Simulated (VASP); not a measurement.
# Mg (I4/mmm) in VASP: notebook, part 2 of 2

VASP 6.6.1. The steps go on from the part before.

## 3. Single point, LDA

This run uses another cell than the first one, of 21.74 Å³/atom.

Input file INCAR:

```
PREC = Accurate ; ENCUT = 520
EDIFF = 1E-6 ; ISMEAR = -1
SIGMA = 0.05 ; LREAL = F
LASPH = T ; NELM = 80
ALGO = Normal ; ISIF = 2
LWAVE = F ; LCHARG = T
LELF = T ; LVHAR = T
NBANDS = 7
```

Input file KPOINTS:

```
Automatic mesh
0
Gamma
  11 11 11
```

Input file POSCAR:

```
Mg
1.0
   -1.8111778905      1.8111778905      1.6567065887
    1.8111778905     -1.8111778905      1.6567065887
    1.8111778905      1.8111778905     -1.6567065887
Mg
1
Direct
    0.0000000000      0.0000000000      0.0000000000
```

Potentials or basis: VASP PAW LDA potentials, release 64 (Mg).

Command:

```sh
$ cat potpaw_LDA.64/Mg/POTCAR > POTCAR
$ mpirun -np 1 vasp_std > vasp.out
```

OUTCAR:

```text
PREC = Accurate
   ENCUT = 520
   EDIFF = 1E-6
   ISMEAR = -1
   LREAL = F
   LASPH = T
   NELM = 80
   ISIF = 2

 ion  position               nearest neighbor table
   1  0.000  0.000  0.000-

  LATTYP: Found a body centered tetragonal cell.
 ALAT       =     3.6223557810
 C/A-ratio  =     0.9147122419

  Lattice vectors:

 A1 = (  -1.8111778905,   1.8111778905,   1.6567065887)
 A2 = (   1.8111778905,  -1.8111778905,   1.6567065887)
 A3 = (   1.8111778905,   1.8111778905,  -1.6567065887)

Analysis of symmetry for initial positions (statically):
=====================================================================
 Subroutine PRICEL returns:
 Original cell was already a primitive cell.

 Routine SETGRP: Setting up the symmetry group for a
 body centered tetragonal supercell.

 Subroutine GETGRP returns: Found 16 space group operations
 (whereof 16 operations were pure point group operations)
 out of a pool of 16 trial point group operations.

The static configuration has the point symmetry D_4h.

Analysis of symmetry for dynamics (positions and initial velocities):
=====================================================================
 Subroutine PRICEL returns:
 Original cell was already a primitive cell.

 Routine SETGRP: Setting up the symmetry group for a
 body centered tetragonal supercell.

 Subroutine GETGRP returns: Found 16 space group operations
 (whereof 16 operations were pure point group operations)
 out of a pool of 16 trial point group operations.

The dynamic configuration has the point symmetry D_4h.

 Subroutine INISYM returns: Found 16 space group operations
 (whereof 16 operations are pure point group operations),
 and found     1 'primitive' translations

----------------------------------------------------------------------------------------

                                     Primitive cell

  volume of cell :      21.7384

  direct lattice vectors                    reciprocal lattice vectors
    -1.811177890  1.811177890  1.656706589     0.000000000  0.276063441  0.301803592
     1.811177890 -1.811177890  1.656706589     0.276063441  0.000000000  0.301803592
     1.811177890  1.811177890 -1.656706589     0.276063441  0.276063441  0.000000000

  length of vectors
     3.050476590  3.050476590  3.050476590     0.409018865  0.409018865  0.390412662

  position of ions in fractional coordinates (direct lattice)
     0.000000000  0.000000000  0.000000000

  ion indices of the primitive-cell ions
   primitive index   ion index
                 1           1

----------------------------------------------------------------------------------------

 KPOINTS: Automatic mesh

Automatic generation of k-mesh.
 Grid dimensions read from file:
 generate k-points for:   11   11   11

 Generating k-lattice:

  Cartesian coordinates                     Fractional coordinates (reciprocal lattice)
     0.000000000  0.025096676  0.027436690     0.090909091  0.000000000  0.000000000
     0.025096676  0.000000000  0.027436690     0.000000000  0.090909091  0.000000000
     0.025096676  0.025096676  0.000000000     0.000000000  0.000000000  0.090909091

  Length of vectors
     0.037183533  0.037183533  0.035492060

  Shift w.r.t. Gamma in fractional coordinates (k-lattice)
     0.000000000  0.000000000  0.000000000

 Subroutine IBZKPT returns following result:
 ===========================================

 Found    126 irreducible k-points:

 Following reciprocal coordinates:
            Coordinates               Weight
  0.000000  0.000000  0.000000      1.000000
  0.090909 -0.000000  0.000000      8.000000
  0.181818  0.000000 -0.000000      8.000000
  0.272727  0.000000 -0.000000      8.000000
  0.363636 -0.000000  0.000000      8.000000
  0.454545  0.000000 -0.000000      8.000000
[... 16 lines left out ...]
 -0.272727  0.181818  0.000000     16.000000
 -0.181818  0.181818  0.000000      4.000000
 [... further k-points ...]
   k-points           NKPTS =    126   k-points in BZ     NKDIM =    126   number of bands    NBANDS=      7
   number of dos      NEDOS =    301   number of ions     NIONS =      1
   total plane-waves  NPLWV =  13824
   dimension x,y,z NGX =    24 NGY =   24 NGZ =   24
   dimension x,y,z NGXF=    48 NGYF=   48 NGZF=   48
   ions per type =               1
   NGX,Y,Z   is equivalent  to a cutoff of  13.08, 13.08, 13.08 a.u.
   NGXF,Y,Z  is equivalent  to a cutoff of  26.16, 26.16, 26.16 a.u.
 SYSTEM =  unknown system
   PREC   = accura    normal or accurate (medium, high low for compatibility)
   ISTART =      0    job   : 0-new  1-cont  2-samecut
   ICHARG =      2    charge: 1-file 2-atom 10-const
   ISPIN  =      1    spin polarized calculation?
   LNONCOLLINEAR =      F non collinear calculations
   LSORBIT =      F    spin-orbit coupling
   LASPH  =      T    aspherical Exc in radial PAW
   ENCUT  =  520.0 eV  38.22 Ry    6.18 a.u.   5.67  5.67  5.67*2*pi/ulx,y,z
   NELM   =     80;   NELMIN=  2; NELMDL= -5     # of ELM steps
   EDIFF  = 0.1E-05   stopping-criterion for ELM
   LREAL  =      F    real-space projection
   EDIFFG = 0.1E-04   stopping-criterion for IOM
   NSW    =      0    number of steps for IOM
   IBRION =     -1    ionic relax: 0-MD 1-quasi-New 2-CG
   NFREE  =      0    steps in history (QN), initial steepest desc. (CG)
   ISIF   =      2    stress and relaxation
   ISYM   =      2    0-nonsym 1-usesym 2-fastsym
   POTIM  = 0.5000    time-step for ionic-motion
   TEBEG  =    0.0;   TEEND  =   0.0 temperature during run
   PSTRESS=    0.0 pullay stress
   NELECT =       2.0000    total number of electrons
   NUPDOWN=      -1.0000    fix difference up-down
   EMIN   =  10.00;   EMAX   =-10.00  energy-range for DOS
   EFERMI =   0.00;   METHOD = LEGACY
   ISMEAR =    -1;   SIGMA  =   0.05  broadening in eV -4-tet -1-fermi 0-gaus
   EFERMI_NEDOS =   21; number of points for ismear=-14 and -15
   IALGO  =     38    algorithm
   IMIX   =      4    mixing-type and parameters
     AMIX     =   0.40;   BMIX     =  1.00
     AMIX_MAG =   1.60;   BMIX_MAG =  1.00
  volume/ion in A,a.u.               =      21.74       146.70
  Fermi-wavevector in a.u.,A,eV,Ry     =   0.739053  1.396608  7.431492  0.546199
  Thomas-Fermi vector in A             =   1.833123
   LORBIT       =      0    0 simple, 1 ext, 2 COOP (PROOUT), +10 PAW based schemes
   GGA     = CA    functional components
   LHFCALC =     F    Hartree Fock is set to
   AEXX    =    0.0000 exact exchange contribution
   IVDW    =     0    specifies the selected vdW correction
   LEPSILON=     F    determine dielectric tensor
   LRPA    =     F    only Hartree local field effects (RPA)
 non-spin polarized calculation
  energy-cutoff  :      520.00
  volume of cell :       21.74
 maximum number of plane-waves:       595
   NGX = 11   NGY = 11   NGZ = 11

 number of electron       2.0000000 magnetization

 Free energy of the ion-electron system (eV)
  ---------------------------------------------------
  ext. energy  EPLUGINS =         0.00000000
  ---------------------------------------------------
  free energy    TOTEN  =        -1.78323133 eV

  energy without entropy =       -1.77982594  energy(sigma->0) =       -1.78152864

 E-fermi :   2.7966     XC(G=0):  -8.8595

 val. band max:        2.7451080684   @ k =   0.3636   0.3636   0.0000
 cond. band min:       2.8372605456   @ k =  -0.2727  -0.4545   0.2727
 fundamental gap:      0.0921524772
 Fermi energy:         2.7966321461

 k-point     1 :       0.0000    0.0000    0.0000
  band No.  band energies     occupation
      1      -4.3960      2.00000
      2      14.9060      0.00000
      3      16.7867      0.00000
      4      16.7867      0.00000
      5      17.2002      0.00000
      6      17.4386      0.00000
      7      17.4386      0.00000
[... 221 lines left out ...]
 k-point    24 :      -0.1818    0.1818    0.0000
  band No.  band energies     occupation
      1      -3.6393      2.00000
      2       9.9956      0.00000
      3      14.8718      0.00000
      4      15.1332      0.00000
      5      16.1962      0.00000
      6      16.5698      0.00000
      7      18.0773      0.00000

 [... further k-points ...]

------------------------ aborting loop because EDIFF is reached ----------------------------------------

  FORCE on cell =-STRESS in cart. coord.  units (eV):
  Direction    XX          YY          ZZ          XY          YZ          ZX
  --------------------------------------------------------------------------------------
  -------------------------------------------------------------------------------------
  Total       -0.0778057     -0.0778057     -0.0361608      0.0000000      0.0000000      0.0000000
  in kB       -5.7344819     -5.7344819     -2.6651474      0.0000000      0.0000000      0.0000000
  external PRESSURE =      -4.7113704 kB  Pullay stress =       0.0000000 kB

 VOLUME and BASIS-vectors are now :
 -----------------------------------------------------------------------------
  energy-cutoff  :      520.00
  volume of cell :       21.74
      direct lattice vectors                 reciprocal lattice vectors
    -1.811177890  1.811177890  1.656706589     0.000000000  0.276063441  0.301803592
     1.811177890 -1.811177890  1.656706589     0.276063441  0.000000000  0.301803592
     1.811177890  1.811177890 -1.656706589     0.276063441  0.276063441  0.000000000

 POSITION                                       TOTAL-FORCE (eV/Angst)
 -----------------------------------------------------------------------------------
      0.00000      0.00000      0.00000         0.000000      0.000000      0.000000
 -----------------------------------------------------------------------------------
    total drift:                                0.000000      0.000000      0.000000

  FREE ENERGIE OF THE ION-ELECTRON SYSTEM (eV)
  ---------------------------------------------------
  free  energy   TOTEN  =        -1.7832313336 eV

  energy  without entropy=       -1.7798259439  energy(sigma->0) =       -1.78152864
```

stdout:

```text
POSCAR found type information on POSCAR Mg
 POSCAR found :  1 types and       1 ions
 scaLAPACK will be used
 LDA part: xc-table for (Slater(with rela. corr.)+CA(PZ))
 , standard interpolation
 POSCAR, INCAR and KPOINTS ok, starting setup
 FFT: planning ... GRIDC
 FFT: planning ... GRID_SOFT
 FFT: planning ... GRID
 WAVECAR not read
 entering main loop
```

Run time: 24 s. Hardware: 1 thread of AMD EPYC 7R13, shared host; peak memory 0.11 GiB.

Results:

- Free energy: -1.7832 eV
- Pressure: -0.5 GPa
- Band gap on the k mesh: zero (bands 1 and 2 overlap by 4.42 eV)

Levels at points of the mesh, in eV from the Fermi level:
```csv
k point,band 1,band 2,band 3,band 4
"(0.00, 0.00, 0.00)",-7.19,12.11,13.99,13.99
```
